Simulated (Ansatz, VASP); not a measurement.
## One calculation of Na5ZrO2, two programs

The input INCAR:

```
ALGO = Normal ; EDIFF = 1E-7
EDIFFG = -0.01 ; ENCUT = 600
GGA = PE ; IBRION = 2
ISIF = 3 ; ISMEAR = 0
LASPH = True ; LCHARG = False
LREAL = False ; LWAVE = False
NELM = 100 ; NSW = 100
PREC = Accurate ; SIGMA = 0.1
```

KPOINTS

```
k-points
0
Gamma
  12 12 2
```

Contents of POSCAR:

```
Na5ZrO2
1.0
    3.4126936170      0.0000000000      0.0000000000
   -1.7063468085      2.9554793676      0.0000000000
    0.0000000000      0.0000000000     18.3538431876
Na Zr O
5 1 2
Direct
    0.6666666667      0.3333333333      0.1673673572
    0.3333333333      0.6666666667      0.3277343580
    0.0000000000      0.0000000000      0.5000000000
    0.6666666667      0.3333333333      0.6722656420
    0.3333333333      0.6666666667      0.8326326428
    0.0000000000      0.0000000000      0.0000000000
    0.6666666667      0.3333333333      0.9477764290
    0.3333333333      0.6666666667      0.0522235710
```

Input for Ansatz:

```yaml
crystal:
  lattice:
    - [3.412693617, 0.0, 0.0]
    - [-1.7063468085, 2.9554793676, 0.0]
    - [0.0, 0.0, 18.3538431876]
  atoms:
    - { symbol: Na, position: [0.6666666667, 0.3333333333, 0.1673673572] }
    - { symbol: Na, position: [0.3333333333, 0.6666666667, 0.327734358] }
    - { symbol: Na, position: [0.0, 0.0, 0.5] }
    - { symbol: Na, position: [0.6666666667, 0.3333333333, 0.672265642] }
    - { symbol: Na, position: [0.3333333333, 0.6666666667, 0.8326326428] }
    - { symbol: Zr, position: [0.0, 0.0, 0.0] }
    - { symbol: O, position: [0.6666666667, 0.3333333333, 0.947776429] }
    - { symbol: O, position: [0.3333333333, 0.6666666667, 0.052223571] }
basis:
  ecutwfc: 420
kpoints:
  mp_grid: { grid: [12, 12, 2] }
hamiltonian:
  xc: pbe
scf:
  occupations: { method: gaussian, width: 0.1 }
output:
  forces: true
  stress: true
  eigenvalues: true
  write_density: true
  write_potential: true
  elf: true
  volumetric_format: npy
relax:
  adjacent_minimum: "off"
  f_tol: 0.01
  max_steps: 80
  cell: { stress_tol: 0.05 }
```

Alike in both runs: task relaxation of cell and atoms; functional PBE; k mesh 12 × 12 × 2; occupations gaussian, width 0.1 eV; no spin polarisation.

|  | VASP | Ansatz |
| --- | --- | --- |
| version | VASP 6.6.1 | Ansatz 0.2.0 |
| potentials or method | VASP PAW PBE potentials, release 64 (Na_pv, Zr_sv, O), cutoff 600 eV | scalar-relativistic, plane waves, PAW |
| valence electrons in the cell | 59 | 69 |

```csv
,VASP,Ansatz,Ansatz less VASP
"gap on the k mesh at the Fermi level, each at its own relaxed structure (eV)",none,none,-
relaxed volume (Å³/atom),23.32,23.35,+0.029
relaxed cell length with the largest relative difference (Å),3.426,3.428,+0.0018
```

A gap of «none» marks a metal or a gap that the smearing closes. VASP's potentials hold 59 valence electrons a cell and Ansatz's 69, so a difference there can come from the potentials and not from the codes.
